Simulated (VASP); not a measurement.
Runs of VASP 6.6.1 on HfH2. The structure is that of space group I4/mmm (No. 139), or close to it. The cells are those of the table. 

```tsv
task	cell	gap on the mesh (eV)	pressure (GPa)
electric field gradients	a = 3.287 Å, angles 115.7, 115.7, 97.5°, 3 atoms	none	-9.1
single point	a = 3.287 Å, angles 115.7, 115.7, 97.5°, 3 atoms	none	-9.1
electric field gradients	a = 3.188 Å, angles 115.7, 115.7, 97.5°, 3 atoms	none	(a)
single point	a = 3.221 Å, angles 115.7, 115.7, 97.5°, 3 atoms	none	-0.3
electric field gradients	a = 3.318 Å, angles 115.7, 115.7, 97.5°, 3 atoms	none	-12.6
electric field gradients	a = 3.221 Å, angles 115.7, 115.7, 97.5°, 3 atoms	none	-0.3
single point	a = 3.188 Å, angles 115.7, 115.7, 97.5°, 3 atoms	none	5.2
single point	a = 3.318 Å, angles 115.7, 115.7, 97.5°, 3 atoms	none	-12.6
```

Alike in all rows: level LDA; potentials or basis VASP PAW LDA potentials, release 64 (Hf_pv, H); no spin polarisation; k mesh 15 × 15 × 15; cutoff (eV) 520; smearing fermi-dirac 0.03 eV.

Question: Estimate the missing entries.

Answer: (a) 5.1.

Caveats: spin-orbit coupling is left out, which moves the levels of the heavy elements.

A k mesh can miss the band edges, and the runs leave out spin-orbit coupling on Hf.

A gap of «none» marks levels without a gap at the run's occupations.
